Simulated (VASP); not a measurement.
Wanted: the native input for a VASP 6.6.1 run.

```yaml
Task: single point
Functional: PBE
Potentials_or_basis: VASP PAW PBE potentials, release 64 (In_d, Te, H)
Cutoff: 520 eV
k_mesh: 6 × 6 × 4
Occupations: gaussian, width 0.1 eV
Spin: no spin polarisation
Dipole_correction: no
Further_INCAR_settings: ALGO = Normal; EDIFF = 1e-06; NBANDS = 25
```

The structure of In2TeH2 lies in POSCAR:

```
In2TeH2
1.0
    4.2514059600      0.0000000000      0.0000000000
   -2.1257029800      3.6818255600      0.0000000000
    0.0000000000      0.0000000000      7.2897472900
In Te H
2 1 2
Direct
    0.3333333300      0.6666666700      0.2687999900
    0.6666666700      0.3333333300      0.7312000100
    0.0000000000      0.0000000000      0.0000000000
    0.3333333300      0.6666666700      0.6311000000
    0.6666666700      0.3333333300      0.3689000000
```

The cell was built from a structure type or drawn by symmetry, and may not be a known phase.

One way to write it, as run:

INCAR

```
SYSTEM = In2TeH2
ALGO = Normal
EDIFF = 1E-6
ENCUT = 520
GGA = PE
ISIF = 2
ISMEAR = 0
LASPH = .True.
LCHARG = .False.
LREAL = .False.
LWAVE = .False.
NBANDS = 25
NELM = 60
PREC = Accurate
SIGMA = 0.1
```

KPOINTS

```
k-points
0
Gamma
  6 6 4
  0 0 0
```

Potentials or basis: VASP PAW PBE potentials, release 64 (In_d, Te, H).

Command:

```sh
$ cat potpaw_PBE.64/In_d/POTCAR potpaw_PBE.64/Te/POTCAR potpaw_PBE.64/H/POTCAR > POTCAR
$ mpirun -np 1 vasp_std > vasp.out
```

Results of the run:

| Quantity | Value |
| --- | --- |
| Pressure | -3.8 GPa |
| Largest force | 0.397 eV/Å |
| Band gap on the k mesh | zero (bands 17 and 18 overlap by 2.33 eV) |

Caveat: the cell stands under tension; spin-orbit coupling is left out, which moves the levels of the heavy elements.

It took 97 s on 1 thread of Intel Xeon 8259CL, with other jobs on the host, peak memory 0.26 GiB.
